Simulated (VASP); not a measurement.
# Te2Mo: single point with PBEsol

Slab: Te2Mo, a slab with vacuum.

```
CELL_PARAMETERS angstrom
3.49108 0.00000 0.00000
-1.74554 3.02336 0.00000
0.00000 0.00000 16.73773
ATOMIC_POSITIONS crystal
Te 0.33333 0.66667 0.89227
Te 0.33333 0.66667 0.10773
Mo 0.00000 0.00000 0.00000
```

This cell differs from its parent crystal: strain along c alone, the other axes held: -4.5 %, then relaxed in part.

* Program: VASP 6.6.1
* Task: single point
* Functional: PBEsol
* Potentials or basis: VASP PAW PBE potentials, release 64 (Te, Mo_sv)
* Cutoff: 520 eV
* k mesh: 12 × 12 × 2
* Occupations: gaussian, width 0.02 eV
* Spin: no spin polarisation

```json
{"Largest force": "0.033 eV/Å", "Band gap on the k mesh": "1.20 eV, direct"}
```

Forces in eV/Å, atoms in the order of the input:
```
Te   0.000  0.000 -0.033
Te   0.000  0.000  0.033
Mo   0.000  0.000  0.000
```

Levels at points of the mesh, in eV from the valence-band top:
```
           k point  band 11  band 12  band 13  band 14  band 15  band 16
(0.00, 0.00, 0.00)    -0.83    -0.83    -0.56     3.29     3.29     3.59
(0.50, 0.00, 0.00)    -1.68    -0.78    -0.19     1.54     1.84     3.38
(0.00, 0.00, 0.50)    -0.83    -0.83    -0.56     3.29     3.29     3.59
(0.50, 0.00, 0.50)    -1.68    -0.78    -0.19     1.54     1.84     3.38
```

Wall time 3.7 min on 1 thread of Intel Xeon 6975P-C (shared host), peak memory 0.38 GiB.

Caveat: the cell differs from its parent crystal (strain along c alone, the other axes held: -4.5 %, then relaxed in part); the PAW data sets were made with another functional, which shifts forces and pressure a little; spin-orbit coupling is left out, which moves the levels of the heavy elements.
